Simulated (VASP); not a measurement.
A run of VASP 6.6.1 is set up as follows.

INCAR

```
ALGO = Normal
EDIFF = 1E-6
ENCUT = 520
GGA = PE
ISIF = 2
ISMEAR = 0
LASPH = True
LCHARG = False
LREAL = False
LWAVE = False
NBANDS = 14
NELM = 80
PREC = Accurate
SIGMA = 0.05
```

Contents of KPOINTS:

```
k-points
0
Gamma
  14 14 14
```

File POSCAR:

```
HfB
1.0
    0.0000000000      2.3100000000      2.3100000000
    2.3100000000      0.0000000000      2.3100000000
    2.3100000000      2.3100000000      0.0000000000
Hf B
1 1
Direct
    0.5000000000      0.5000000000      0.5000000000
    0.0000000000      0.0000000000      0.0000000000
```

Potentials or basis: VASP PAW PBE potentials, release 64 (Hf_pv, B).

Command:

```console
$ cat potpaw_PBE.64/Hf_pv/POTCAR potpaw_PBE.64/B/POTCAR > POTCAR
$ mpirun -np 1 vasp_std > vasp.out
```

(1) Estimate the pressure.

(2) Estimate the band gap on the k mesh.

Answers

(1) 30.6 GPa.

(2) zero (an odd number of electrons rules out a gap without spin polarisation).

Caveat: the cell stands under pressure; spin-orbit coupling is left out, which moves the levels of the heavy elements.
